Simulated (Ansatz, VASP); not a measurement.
## BaTiO3 in VASP and in Ansatz

File INCAR:

```
SYSTEM = BaTiO3
  ALGO = Normal
  EDIFF = 1E-6
  ENCUT = 520
  GGA = PE
  ISIF = 2
  ISMEAR = 0
  LASPH = .TRUE.
  LCHARG = .TRUE.
  LELF = .TRUE.
  LREAL = .FALSE.
  LVHAR = .TRUE.
  LWAVE = .FALSE.
  NBANDS = 28
  NELM = 80
  PREC = Accurate
  SIGMA = 0.05
```

The input KPOINTS:

```
k-points
0
G
  6 6 6
  0 0 0
```

Contents of POSCAR:

```
BaTiO3
1.0
    2.8630706910      1.6529946342      2.3563003940
   -2.8630706910      1.6529946342      2.3563003940
    0.0000000000     -3.3059892684      2.3563003940
Ba Ti O
1 1 3
Direct
   -0.0162651848     -0.0162651848     -0.0162651848
    0.5191875227      0.5191875227      0.5191875227
    0.4883938465      0.4883938465      0.9777702638
    0.4883938465      0.9777702638      0.4883938465
    0.9777702638      0.4883938465      0.4883938465
```

Input for Ansatz:

```yaml
crystal:
  lattice:
    - [2.863070691, 1.6529946342, 2.356300394]
    - [-2.863070691, 1.6529946342, 2.356300394]
    - [0.0, -3.3059892684, 2.356300394]
  atoms:
    - { symbol: Ba, position: [-0.0162651848, -0.0162651848, -0.0162651848] }
    - { symbol: Ti, position: [0.5191875227, 0.5191875227, 0.5191875227] }
    - { symbol: O, position: [0.4883938465, 0.4883938465, 0.9777702638] }
    - { symbol: O, position: [0.4883938465, 0.9777702638, 0.4883938465] }
    - { symbol: O, position: [0.9777702638, 0.4883938465, 0.4883938465] }
basis:
  ecutwfc: 420
kpoints:
  mp_grid: { grid: [6, 6, 6] }
hamiltonian:
  xc: pbe
scf:
  occupations: { method: gaussian, width: 0.05 }
output:
  forces: true
  stress: true
  eigenvalues: true
  write_density: true
  write_potential: true
  elf: true
  volumetric_format: npy
```

Alike in both runs: task single point; functional PBE; k mesh 6 × 6 × 6; occupations gaussian, width 0.05 eV; no spin polarisation.

|  | VASP | Ansatz |
| --- | --- | --- |
| version | VASP 6.6.1 | Ansatz 0.2.0 |
| potentials or method | VASP PAW PBE potentials, release 64 (Ba_sv, Ti_sv, O), cutoff 520 eV | scalar-relativistic, plane waves, PAW |
| valence electrons in the cell | 40 | 40 |

|  | VASP | Ansatz | Ansatz less VASP |
| --- | --- | --- | --- |
| gap on the k mesh at the Fermi level (eV) | 2.56 | 2.61 | +0.052 |
| least direct gap on the mesh (eV) | 3.09 | 3.10 | +0.015 |
| pressure (GPa) | 1.7 | 0.2 | -1.58 |
| traceless stress, the component that is largest in VASP (GPa) | 0.35 | 0.42 | +0.076 |
| rms of the force components (eV/Å) | 0.257 | 0.235 | -0.0216 |

Atom by atom the forces differ by 0.039 eV/Å (rms over components). With one functional, cell and mesh, what is left measures potentials, basis and numerics.

Neither program's run includes spin-orbit coupling.
